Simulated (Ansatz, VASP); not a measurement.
## Two plane-wave programs on AlFe

Contents of INCAR:

```
SYSTEM = AlFe
PREC     = Accurate       ! precision mode
ENCUT    = 520            ! plane-wave cutoff, eV
EDIFF    = 1E-6           ! SCF threshold, eV
ISMEAR   = 0              ! smearing method
SIGMA    = 0.15           ! smearing width, eV
LREAL    = .False.        ! projectors in reciprocal space
LASPH    = .True.         ! aspherical terms in the spheres
NELM     = 150            ! most SCF steps
ALGO     = Normal         ! electronic algorithm
ISIF     = 2              ! what is computed and relaxed
LWAVE    = .False.        ! write WAVECAR
LCHARG   = .False.        ! write CHGCAR
ISPIN    = 2              ! spin polarisation
MAGMOM   = 0 0.75         ! initial moments
LORBIT   = 11             ! projections on sites
LMAXMIX  = 4              ! l up to which the mixer works
GGA      = PS             ! functional
NBANDS   = 16             ! bands
```

KPOINTS

```
regular mesh
0
Gamma
  18 18 18
  0 0 0
```

File POSCAR:

```
AlFe
1.0
    2.8538475185      0.0000000000      0.0000000000
    0.0000000000      2.8538475185      0.0000000000
    0.0000000000      0.0000000000      2.6012820131
Al Fe
1 1
Direct
    0.0000000000      0.0000000000      0.0000000000
    0.5000000000      0.5000000000      0.5000000000
```

Input for Ansatz:

```yaml
crystal:
  lattice:
    - [2.8538475185, 0.0, 0.0]
    - [0.0, 2.8538475185, 0.0]
    - [0.0, 0.0, 2.6012820131]
  atoms:
    - { symbol: Al, position: [0.0, 0.0, 0.0] }
    - { symbol: Fe, position: [0.5, 0.5, 0.5], spin: 0.75 }
basis:
  ecutwfc: 520.0
kpoints:
  mp_grid: { grid: [18, 18, 18] }
hamiltonian:
  xc: pbesol
scf:
  occupations: { method: gaussian, width: 0.15 }
output:
  forces: true
  stress: true
  eigenvalues: true
  populations: true
magnetization:
  spin_polarized: true
```

Alike in both runs: task single point; functional PBEsol; k mesh 18 × 18 × 18; occupations gaussian, width 0.15 eV; collinear spin.

```csv
,VASP,Ansatz
version,VASP 6.6.1,Ansatz 0.2.0
potentials or method,"VASP PAW PBE potentials, release 64 (Al, Fe), cutoff 520 eV","scalar-relativistic, plane waves, PAW"
valence electrons in the cell,11,19
```

|  | VASP | Ansatz | Ansatz less VASP |
| --- | --- | --- | --- |
| gap on the k mesh at the Fermi level (eV) | none | none | - |
| pressure (GPa) | 20.7 | 20.3 | -0.41 |
| traceless stress, the component that is largest in VASP (GPa) | 11.24 | 11.11 | -0.136 |
| net moment per atom (μB) | 0.34 | 0.34 | +0.001 |
| size of the moment on the site where the two differ most (μB) | 0.70 | 0.69 | -0.009 |

VASP's potentials were made for PBE, not for PBEsol. Site moments also hang on the region over which each program counts them. A gap of «none» marks a metal or a gap that the smearing closes. VASP's potentials hold 11 valence electrons a cell and Ansatz's 19, so a difference there can come from the potentials and not from the codes.
